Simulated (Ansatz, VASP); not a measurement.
# BAs: VASP beside Ansatz

POSCAR

```
BAs
1.0
    0.0000000000      2.5795800000      2.4840400000
    2.5795800000      0.0000000000      2.4840400000
    2.5795800000      2.5795800000      0.0000000000
B As
1 1
Direct
    0.0000000000      0.0000000000      0.0000000000
    0.7500000000      0.7500000000      0.7500000000
```

File INCAR.step1:

```
SYSTEM = BAs
PREC = Accurate
ENCUT = 520
ISMEAR = 0
SIGMA = 0.05
LREAL = .FALSE.
LASPH = .TRUE.
NELM = 80
NBANDS = 11
GGA = PE
ALGO = Normal
EDIFF = 1E-4
LWAVE = .TRUE.
LCHARG = .FALSE.
```

File INCAR.step2:

```
SYSTEM = BAs
PREC = Accurate
ENCUT = 520
EDIFF = 1E-6
ISMEAR = 0
SIGMA = 0.05
LREAL = .FALSE.
LASPH = .TRUE.
NELM = 80
ALGO = Normal
ISIF = 2
LWAVE = .FALSE.
LCHARG = .FALSE.
METAGGA = R2SCAN
LMIXTAU = .TRUE.
NBANDS = 11
ISTART = 1
```

File KPOINTS:

```
Automatic mesh
0
G
  10 10 10
  0 0 0
```

Input for Ansatz:

```yaml
crystal:
  lattice:
    - [0.0, 2.57958, 2.48404]
    - [2.57958, 0.0, 2.48404]
    - [2.57958, 2.57958, 0.0]
  atoms:
    - { symbol: B, position: [0.0, 0.0, 0.0] }
    - { symbol: As, position: [0.75, 0.75, 0.75] }
basis:
  ecutwfc: 500
kpoints:
  mp_grid: { grid: [10, 10, 10] }
hamiltonian:
  xc: r2scan
scf:
  occupations: { method: gaussian, width: 0.05 }
output:
  forces: true
  stress: true
  eigenvalues: true
```

Change from the starting cell: strain +0.080 along x and y, +0.040 along z, atoms carried along.

Alike in both runs: task single point; functional r2SCAN; k mesh 10 × 10 × 10; occupations gaussian, width 0.05 eV; no spin polarisation.

|  | VASP | Ansatz |
| --- | --- | --- |
| version | VASP 6.6.1 | Ansatz 0.2.0 |
| potentials or method | VASP PAW PBE potentials, release 64 (B, As), cutoff 520 eV | scalar-relativistic, plane waves, PAW |
| valence electrons in the cell | 8 | 18 |

Ansatz gave:

- gap on the k mesh at the Fermi level (eV): 1.03
- least direct gap on the mesh (eV): 2.48
- pressure (GPa): -17.9
- traceless stress, the component that is largest in VASP (GPa): 4.31

Problem. Which values does VASP return?

Solution. gap on the k mesh at the Fermi level (eV): 1.03; least direct gap on the mesh (eV): 2.49; pressure (GPa): -17.9; traceless stress, the component that is largest in VASP (GPa): 4.31.

VASP's potentials were made for PBE, not for r2SCAN. The functional is the same, so the differences come from potentials, cutoffs and numerics. VASP's potentials hold 8 valence electrons a cell and Ansatz's 18, so a difference there can come from the potentials and not from the codes.
